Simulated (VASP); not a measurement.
# Li: single point with PBE+D3(BJ)

Crystal: Li.

```xyz
2
Lattice="0.0000 -2.0713 -2.0713 0.0000 2.0713 -2.0713 4.1425 0.0000 0.0000" Properties=species:S:1:pos:R:3 pbc="T T T"
Li    2.0713   -0.1686   -2.0713
Li    0.0000    0.1686    0.0000
```

This cell differs from its parent crystal: atoms displaced along a vibrational mode, the cell strained.

```json
{
  "Program": "VASP 6.6.1",
  "Task": "single point",
  "Functional": "PBE",
  "Dispersion": "D3(BJ)",
  "Potentials or basis": "VASP PAW PBE potentials, release 64 (Li_sv)",
  "Cutoff": "520 eV",
  "k mesh": "16 × 16 × 12",
  "Occupations": "gaussian, width 0.15 eV",
  "Spin": "no spin polarisation",
  "Dipole correction": "no",
  "Further INCAR settings": "ALGO = Fast; EDIFF = 1e-06; NBANDS = 10"
}
```

```json
{"Largest force": "0.284 eV/Å", "Band gap on the k mesh": "zero (bands 3 and 4 overlap by 5.69 eV)", "Dispersion energy per atom": "-0.193 eV"}
```

Forces on the atoms (eV/Å):
```
Li   0.000  0.284  0.000
Li   0.000 -0.284  0.000
```

Levels at points of the mesh, in eV from the Fermi level:
| k point | band 1 | band 2 | band 3 | band 4 | band 5 | band 6 |
| --- | --- | --- | --- | --- | --- | --- |
| (0.00, 0.00, 0.00) | -46.37 | -46.32 | -3.73 | 1.59 | 5.21 | 9.30 |
| (0.50, 0.00, 0.00) | -46.35 | -46.33 | -0.83 | -0.29 | 5.41 | 6.40 |
| (0.50, 0.50, 0.00) | -46.33 | -46.32 | 1.62 | 1.76 | 4.74 | 5.21 |
| (0.00, 0.00, 0.50) | -46.35 | -46.35 | -2.15 | -2.15 | 11.08 | 11.08 |
| (0.50, 0.00, 0.50) | -46.34 | -46.34 | -0.06 | -0.06 | 3.32 | 3.32 |
| (0.50, 0.50, 0.50) | -46.33 | -46.33 | 3.54 | 3.54 | 3.76 | 3.76 |

It took 3.2 min on 1 thread of Intel Xeon 8259CL, on a shared host, peak memory 0.25 GiB.

Caveat: the cell differs from its parent crystal (atoms displaced along a vibrational mode, the cell strained).
